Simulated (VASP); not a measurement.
# GaSb (I-4m2) in VASP: notebook, part 2 of 3

VASP 6.6.1. Earlier steps stand in the parts before.

## (3) Single point, LDA

This run uses another cell than the first one, of 22.30 Å³/atom.

File INCAR:

```
PREC = Accurate
ENCUT = 500
EDIFF = 1E-6
ISMEAR = -1
SIGMA = 0.1
LREAL = False
LASPH = True
NELM = 120
ALGO = Normal
ISIF = 2
LWAVE = False
LCHARG = False
GGA = CA
NBANDS = 16
GGA_COMPAT = False
```

File KPOINTS:

```
regular mesh
0
Gamma
  8 8 8
```

File POSCAR:

```
GaSb
1.0
   -2.6794850012      2.6794850012      1.5532602925
    2.6794850012     -2.6794850012      1.5532602925
    2.6794850012      2.6794850012     -1.5532602925
Ga Sb
1 1
Direct
    0.2500000000      0.7500000000      0.5000000000
    0.0000000000      0.0000000000      0.0000000000
```

Potentials or basis: VASP PAW LDA potentials, release 64 (Ga_d, Sb).

Launch:

```sh
> cat potpaw_LDA.64/Ga_d/POTCAR potpaw_LDA.64/Sb/POTCAR > POTCAR
> mpirun -np 1 vasp_std > vasp.out
```

OUTCAR:

```text
PREC = Accurate
   ENCUT = 500
   EDIFF = 1E-6
   ISMEAR = -1
   LREAL = False
   LASPH = True
   NELM = 120
   ISIF = 2
   GGA = CA

 ion  position               nearest neighbor table
   1  0.250  0.750  0.500-   2 2.79   2 2.79   2 2.79   2 2.79
   2  0.000  0.000  0.000-   1 2.79   1 2.79   1 2.79   1 2.79

  LATTYP: Found a body centered tetragonal cell.
 ALAT       =     5.3589700024
 C/A-ratio  =     0.5796861307

  Lattice vectors:

 A1 = (  -2.6794850012,   2.6794850012,   1.5532602925)
 A2 = (   2.6794850012,  -2.6794850012,   1.5532602925)
 A3 = (   2.6794850012,   2.6794850012,  -1.5532602925)

Analysis of symmetry for initial positions (statically):
=====================================================================
 Subroutine PRICEL returns:
 Original cell was already a primitive cell.

 Routine SETGRP: Setting up the symmetry group for a
 body centered tetragonal supercell.

 Subroutine GETGRP returns: Found  8 space group operations
 (whereof  8 operations were pure point group operations)
 out of a pool of 16 trial point group operations.

The static configuration has the point symmetry D_2d.

Analysis of symmetry for dynamics (positions and initial velocities):
=====================================================================
 Subroutine PRICEL returns:
 Original cell was already a primitive cell.

 Routine SETGRP: Setting up the symmetry group for a
 body centered tetragonal supercell.

 Subroutine GETGRP returns: Found  8 space group operations
 (whereof  8 operations were pure point group operations)
 out of a pool of 16 trial point group operations.

The dynamic configuration has the point symmetry D_2d.

 Subroutine INISYM returns: Found  8 space group operations
 (whereof  8 operations are pure point group operations),
 and found     1 'primitive' translations

----------------------------------------------------------------------------------------

                                     Primitive cell

  volume of cell :      44.6074

  direct lattice vectors                    reciprocal lattice vectors
    -2.679485001  2.679485001  1.553260293     0.000000000  0.186603023  0.321903549
     2.679485001 -2.679485001  1.553260293     0.186603023  0.000000000  0.321903549
     2.679485001  2.679485001 -1.553260293     0.186603023  0.186603023  0.000000000

  length of vectors
     4.095350691  4.095350691  4.095350691     0.372078732  0.372078732  0.263896525

  position of ions in fractional coordinates (direct lattice)
     0.250000000  0.750000000  0.500000000
     0.000000000  0.000000000  0.000000000

  ion indices of the primitive-cell ions
   primitive index   ion index
                 1           1
                 2           2

----------------------------------------------------------------------------------------

 KPOINTS: regular mesh

Automatic generation of k-mesh.
 Grid dimensions read from file:
 generate k-points for:    8    8    8

 Generating k-lattice:

  Cartesian coordinates                     Fractional coordinates (reciprocal lattice)
     0.000000000  0.023325378  0.040237944     0.125000000 -0.000000000  0.000000000
     0.023325378  0.000000000  0.040237944    -0.000000000  0.125000000  0.000000000
     0.023325378  0.023325378  0.000000000     0.000000000  0.000000000  0.125000000

  Length of vectors
     0.046509841  0.046509841  0.032987066

  Shift w.r.t. Gamma in fractional coordinates (k-lattice)
     0.000000000  0.000000000  0.000000000

 Subroutine IBZKPT returns following result:
 ===========================================

 Found     59 irreducible k-points:

 Following reciprocal coordinates:
            Coordinates               Weight
  0.000000  0.000000  0.000000      1.000000
  0.125000  0.000000 -0.000000      8.000000
  0.250000  0.000000 -0.000000      8.000000
  0.375000  0.000000 -0.000000      8.000000
  0.500000  0.000000 -0.000000      4.000000
  0.125000  0.125000 -0.000000      8.000000
[... 16 lines left out ...]
  0.250000  0.125000  0.125000     16.000000
  0.375000  0.125000  0.125000      8.000000
 [... further k-points ...]
   k-points           NKPTS =     59   k-points in BZ     NKDIM =     59   number of bands    NBANDS=     16
   number of dos      NEDOS =    301   number of ions     NIONS =      2
   total plane-waves  NPLWV =  27000
   dimension x,y,z NGX =    30 NGY =   30 NGZ =   30
   dimension x,y,z NGXF=    60 NGYF=   60 NGZF=   60
   ions per type =               1   1
   NGX,Y,Z   is equivalent  to a cutoff of  12.18, 12.18, 12.18 a.u.
   NGXF,Y,Z  is equivalent  to a cutoff of  24.36, 24.36, 24.36 a.u.
 SYSTEM =  unknown system
   PREC   = accura    normal or accurate (medium, high low for compatibility)
   ISTART =      0    job   : 0-new  1-cont  2-samecut
   ICHARG =      2    charge: 1-file 2-atom 10-const
   ISPIN  =      1    spin polarized calculation?
   LNONCOLLINEAR =      F non collinear calculations
   LSORBIT =      F    spin-orbit coupling
   LASPH  =      T    aspherical Exc in radial PAW
   ENCUT  =  500.0 eV  36.75 Ry    6.06 a.u.   7.47  7.47  7.47*2*pi/ulx,y,z
   NELM   =    120;   NELMIN=  2; NELMDL= -5     # of ELM steps
   EDIFF  = 0.1E-05   stopping-criterion for ELM
   LREAL  =      F    real-space projection
   EDIFFG = 0.1E-04   stopping-criterion for IOM
   NSW    =      0    number of steps for IOM
   IBRION =     -1    ionic relax: 0-MD 1-quasi-New 2-CG
   NFREE  =      0    steps in history (QN), initial steepest desc. (CG)
   ISIF   =      2    stress and relaxation
   ISYM   =      2    0-nonsym 1-usesym 2-fastsym
   POTIM  = 0.5000    time-step for ionic-motion
   TEBEG  =    0.0;   TEEND  =   0.0 temperature during run
   PSTRESS=    0.0 pullay stress
   NELECT =      18.0000    total number of electrons
   NUPDOWN=      -1.0000    fix difference up-down
   EMIN   =  10.00;   EMAX   =-10.00  energy-range for DOS
   EFERMI =   0.00;   METHOD = LEGACY
   ISMEAR =    -1;   SIGMA  =   0.10  broadening in eV -4-tet -1-fermi 0-gaus
   EFERMI_NEDOS =   21; number of points for ismear=-14 and -15
   IALGO  =     38    algorithm
   IMIX   =      4    mixing-type and parameters
     AMIX     =   0.40;   BMIX     =  1.00
     AMIX_MAG =   1.60;   BMIX_MAG =  1.00
  volume/ion in A,a.u.               =      22.30       150.51
  Fermi-wavevector in a.u.,A,eV,Ry     =   1.209753  2.286102 19.912157  1.463502
  Thomas-Fermi vector in A             =   2.345321
   LORBIT       =      0    0 simple, 1 ext, 2 COOP (PROOUT), +10 PAW based schemes
   GGA     = CA    functional components
   LHFCALC =     F    Hartree Fock is set to
   AEXX    =    0.0000 exact exchange contribution
   IVDW    =     0    specifies the selected vdW correction
   LEPSILON=     F    determine dielectric tensor
   LRPA    =     F    only Hartree local field effects (RPA)
 non-spin polarized calculation
  energy-cutoff  :      500.00
  volume of cell :       44.61
 maximum number of plane-waves:      1150
 NGX is ok and might be reduce to    30
   NGX = 15   NGY = 15   NGZ = 15

 number of electron      18.0000011 magnetization

 Free energy of the ion-electron system (eV)
  ---------------------------------------------------
  ext. energy  EPLUGINS =         0.00000000
  ---------------------------------------------------
  free energy    TOTEN  =        -8.40059303 eV

  energy without entropy =       -8.37611436  energy(sigma->0) =       -8.38835369

 E-fermi :   7.2756     XC(G=0): -10.8167

 val. band max:        7.2283933774   @ k =   0.1250   0.1250  -0.0000
 cond. band min:       7.2762898406   @ k =  -0.2500   0.5000   0.1250
 fundamental gap:      0.0478964631
 Fermi energy:         7.2756432457

 k-point     1 :       0.0000    0.0000    0.0000
  band No.  band energies     occupation
      1      -7.8450      2.00000
      2      -7.7552      2.00000
      3      -7.7484      2.00000
      4      -7.7110      2.00000
      5      -7.7110      2.00000
      6      -5.2496      2.00000
[... 8 lines left out ...]
     15      17.3194      0.00000
     16      18.2187      0.00000
[... 419 lines left out ...]
 k-point    24 :       0.3750    0.1250    0.1250
  band No.  band energies     occupation
      1      -7.7940      2.00000
      2      -7.7811      2.00000
      3      -7.7650      2.00000
      4      -7.7187      2.00000
      5      -7.6799      2.00000
      6      -1.0589      2.00000
[... 8 lines left out ...]
     15      16.3876      0.00000
     16      16.8924      0.00000

 [... further k-points ...]

------------------------ aborting loop because EDIFF is reached ----------------------------------------

  FORCE on cell =-STRESS in cart. coord.  units (eV):
  Direction    XX          YY          ZZ          XY          YZ          ZX
  --------------------------------------------------------------------------------------
  -------------------------------------------------------------------------------------
  Total        0.0352653      0.0352653      0.0186203      0.0000000      0.0000000      0.0000000
  in kB        1.2666328      1.2666328      0.6687903      0.0000000      0.0000000      0.0000000
  external PRESSURE =       1.0673519 kB  Pullay stress =       0.0000000 kB

 VOLUME and BASIS-vectors are now :
 -----------------------------------------------------------------------------
  energy-cutoff  :      500.00
  volume of cell :       44.61
      direct lattice vectors                 reciprocal lattice vectors
    -2.679485001  2.679485001  1.553260293     0.000000000  0.186603023  0.321903549
     2.679485001 -2.679485001  1.553260293     0.186603023  0.000000000  0.321903549
     2.679485001  2.679485001 -1.553260293     0.186603023  0.186603023  0.000000000

 POSITION                                       TOTAL-FORCE (eV/Angst)
 -----------------------------------------------------------------------------------
      2.67949     -0.00000      0.77663         0.000000      0.000000      0.000000
      0.00000      0.00000      0.00000        -0.000000     -0.000000     -0.000000
 -----------------------------------------------------------------------------------
    total drift:                               -0.000000      0.000000      0.000000

  FREE ENERGIE OF THE ION-ELECTRON SYSTEM (eV)
  ---------------------------------------------------
  free  energy   TOTEN  =        -8.4005930254 eV

  energy  without entropy=       -8.3761143557  energy(sigma->0) =       -8.38835369
```

OSZICAR:

```text
N       E                     dE             d eps       ncg     rms          rms(c)
DAV:   1     0.831860319273E+02    0.83186E+02   -0.80916E+03  1888   0.149E+03
DAV:   2    -0.222333903368E+01   -0.85409E+02   -0.82534E+02  2128   0.318E+02
DAV:   3    -0.833738638049E+01   -0.61140E+01   -0.60932E+01  2296   0.640E+01
DAV:   4    -0.844283334577E+01   -0.10545E+00   -0.10543E+00  2304   0.925E+00
DAV:   5    -0.844537326181E+01   -0.25399E-02   -0.25399E-02  2440   0.130E+00    0.285E+00
DAV:   6    -0.841163143828E+01    0.33742E-01   -0.45228E-02  2504   0.374E+00    0.160E+00
DAV:   7    -0.840112632632E+01    0.10505E-01   -0.12232E-02  2824   0.125E+00    0.280E-01
DAV:   8    -0.840060607794E+01    0.52025E-03   -0.15788E-03  2576   0.525E-01    0.313E-02
DAV:   9    -0.840059346096E+01    0.12617E-04   -0.70716E-05  2216   0.648E-02    0.176E-02
DAV:  10    -0.840059302543E+01    0.43553E-06   -0.73146E-06  2448   0.223E-02
   1 F= -.84005930E+01 E0= -.83883537E+01  d E =-.244787E-01
```

Run time: 46 s. Hardware: 1 thread of Intel Xeon 8259CL, shared host; peak memory 0.18 GiB.

What came out:

- Free energy: -8.4006 eV
- Pressure: 0.1 GPa
- Band gap on the k mesh: zero (bands 9 and 10 overlap by 4.02 eV)

Caveat: spin-orbit coupling is left out, which moves the levels of the heavy elements.

## (4) Single point, PBEsol

This run uses another cell than the first one, of 22.89 Å³/atom.

File INCAR:

```
SYSTEM = GaSb
PREC = Accurate
ENCUT = 500
EDIFF = 1E-6
ISMEAR = -1
SIGMA = 0.1
LREAL = .FALSE.
LASPH = .TRUE.
NELM = 120
ALGO = Normal
ISIF = 2
LWAVE = .FALSE.
LCHARG = .FALSE.
GGA = PS
NBANDS = 16
GGA_COMPAT = .FALSE.
```

File KPOINTS:

```
Automatic mesh
0
G
  8 8 8
  0 0 0
```

File POSCAR:

```
GaSb
1.0
   -2.7043971938      2.7043971938      1.5648972565
    2.7043971938     -2.7043971938      1.5648972565
    2.7043971938      2.7043971938     -1.5648972565
Ga Sb
1 1
Direct
    0.2500000000      0.7500000000      0.5000000000
    0.0000000000      0.0000000000      0.0000000000
```

Potentials or basis: VASP PAW PBE potentials, release 64 (Ga_d, Sb).

Launch:

```sh
> cat potpaw_PBE.64/Ga_d/POTCAR potpaw_PBE.64/Sb/POTCAR > POTCAR
> mpirun -np 1 vasp_std > vasp.out
```

Wall time 47 s (1 thread of Intel Xeon 8259CL, shared host); peak memory 0.2 GiB.

The run converged. Its results:

* Free energy: -7.9095 eV
* Pressure: 0.0 GPa
* Band gap on the k mesh: zero (bands 9 and 10 overlap by 3.96 eV)

Levels at points of the mesh, in eV from the Fermi level:
| k point | band 5 | band 6 | band 7 | band 8 | band 9 | band 10 | band 11 | band 12 | band 13 | band 14 |
| --- | --- | --- | --- | --- | --- | --- | --- | --- | --- | --- |
| (0.00, 0.00, 0.00) | -14.82 | -12.32 | -2.75 | -1.96 | -1.96 | 3.33 | 5.33 | 7.42 | 7.42 | 7.75 |
| (0.50, 0.00, 0.00) | -14.79 | -8.40 | -5.86 | -2.44 | -1.58 | -1.22 | 2.32 | 3.43 | 5.36 | 8.24 |
| (0.50, 0.50, 0.00) | -14.81 | -10.72 | -8.35 | 0.05 | 1.80 | 2.33 | 2.46 | 4.76 | 6.65 | 8.58 |
| (0.50, 0.50, 0.50) | -14.81 | -9.41 | -6.06 | -5.27 | -5.27 | 3.57 | 5.00 | 10.97 | 10.97 | 13.01 |

Caveat: the PAW data sets were made with another functional, which shifts forces and pressure a little; spin-orbit coupling is left out, which moves the levels of the heavy elements.

(Continued in part 3 of 3.)
